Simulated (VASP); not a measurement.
# CaO: relaxation of cell and atoms with PBE

CaO:

```xyz
2
Lattice="0.0000 2.4274 2.4274 2.4274 0.0000 2.4274 2.4274 2.4274 0.0000" Properties=species:S:1:pos:R:3 pbc="T T T"
Ca    0.0000    0.0000    0.0000
O     2.4274    2.4274    2.4274
```

- Program: VASP 6.6.1
- Task: relaxation of cell and atoms
- Functional: PBE
- Potentials or basis: VASP PAW PBE potentials, release 64 (Ca_sv, O)
- Cutoff: 840 eV
- k mesh: 10 × 10 × 10
- Occupations: gaussian, width 0.03 eV
- Spin: no spin polarisation
- Tolerance level: tight
- Purpose: cell
- Passes: 3
- Further INCAR settings: ALGO = Normal; EDIFF = 1e-07

```
Relaxed volume                        : 14.18 Å³/atom
Relaxed cell                          : a = 3.423 Å, b = 3.423 Å, c = 3.423 Å, α = 60.00°, β = 60.00°, γ = 60.00°
Space group after relaxing (to 0.1 Å) : Fm-3m (No. 225)
Energy gained by relaxing             : 0.3 meV/atom
Ionic steps                           : 5
Pressure after relaxing               : 0.0 GPa
Band gap on the k mesh                : 3.64 eV (least direct gap 4.02 eV)
```

Step by step:
```tsv
step	energy change (eV)	largest force (eV/Å)	pressure (GPa)	volume (Å³)
1	0.0000	0.0000	-0.92	28.60
2	-0.0007	0.0000	0.32	28.27
3	-0.0007	0.0000	0.00	28.35
4	-0.0006	0.0000	0.00	28.35
5	-0.0006	0.0000	0.00	28.35
```

Final structure:
```cif
data_structure
_symmetry_space_group_name_H-M 'P 1'
_symmetry_Int_Tables_number 1
_cell_length_a 3.4226
_cell_length_b 3.4226
_cell_length_c 3.4226
_cell_angle_alpha 60.000
_cell_angle_beta 60.000
_cell_angle_gamma 60.000
_cell_volume 28.35
loop_
_atom_site_label
_atom_site_type_symbol
_atom_site_fract_x
_atom_site_fract_y
_atom_site_fract_z
_atom_site_occupancy
Ca1 Ca 0.00000 0.00000 0.00000 1
O1 O 0.50000 0.50000 0.50000 1
```

Levels at points of the mesh, in eV from the valence-band top:
```
           k point  band 6  band 7  band 8  band 9  band 10  band 11
(0.00, 0.00, 0.00)    0.00    0.00    0.00    4.55     6.18     6.18
(0.50, 0.00, 0.00)   -2.59   -1.16   -1.16    6.95     8.24     8.24
(0.50, 0.50, 0.00)   -1.31   -0.38   -0.38    3.64     7.89     8.78
```

Wall time 2.5 min on 1 thread of Intel(R) Xeon(R) Platinum 8259CL CPU @ 2.50GHz (Skylake/Cascade Lake), on a shared host, peak memory 0.2 GiB.

A k mesh can miss the band edges.
